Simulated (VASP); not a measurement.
Here is a VASP 6.6.1 calculation.

The input INCAR:

```
PREC = Accurate
ENCUT = 520
EDIFF = 1E-6
ISMEAR = 0
SIGMA = 0.1
LREAL = F
LASPH = T
NELM = 150
ALGO = Normal
ISIF = 2
LWAVE = F
LCHARG = F
ISPIN = 2
MAGMOM = 0 0 0 0 0 0 0 0 1 1
LORBIT = 11
LMAXMIX = 4
GGA = PE
NBANDS = 59
```

The input KPOINTS:

```
regular mesh
0
Gamma
  3 3 4
```

File POSCAR:

```
Sc3SiF
1.0
    5.9328845300      0.0000000000      0.0000000000
   -2.9664422700      5.1380287200      0.0000000000
    0.0000000000      0.0000000000      5.0910484100
Sc Si F
6 2 2
Direct
    0.8381692300      0.6763384600      0.2500000000
    0.8381692300      0.1618307700      0.2500000000
    0.6763384600      0.8381692300      0.7500000000
    0.1618307700      0.3236615400      0.7500000000
    0.3236615400      0.1618307700      0.2500000000
    0.1618307700      0.8381692300      0.7500000000
    0.3333333300      0.6666666700      0.2500000000
    0.6666666700      0.3333333300      0.7500000000
    0.0000000000      0.0000000000      0.5000000000
    0.0000000000      0.0000000000      0.0000000000
```

Potentials or basis: VASP PAW PBE potentials, release 64 (Sc_sv, Si, F).

Command:

```bash
$ cat potpaw_PBE.64/Sc_sv/POTCAR potpaw_PBE.64/Si/POTCAR potpaw_PBE.64/F/POTCAR > POTCAR
$ mpirun -np 1 vasp_std > vasp.out
```

Question: Predict the largest force.

Answer: 4.289 eV/Å.

Question: What does it give for the net moment?

Answer: 0.00 μB per cell.

Forces on the atoms (eV/Å):
```
Sc   0.000 -4.289  0.000
Sc  -3.714  2.145  0.000
Sc  -3.714 -2.145  0.000
Sc   0.000  4.289  0.000
Sc   3.714  2.145  0.000
Sc   3.714 -2.145  0.000
Si   0.000  0.000  0.000
Si   0.000  0.000  0.000
F    0.000  0.000  0.000
F    0.000  0.000  0.000
```

Caveat: the k points lie up to 0.41 Å⁻¹ apart; forces of over 1 eV/Å act on the atoms, so gaps and moduli don't describe the material at rest.
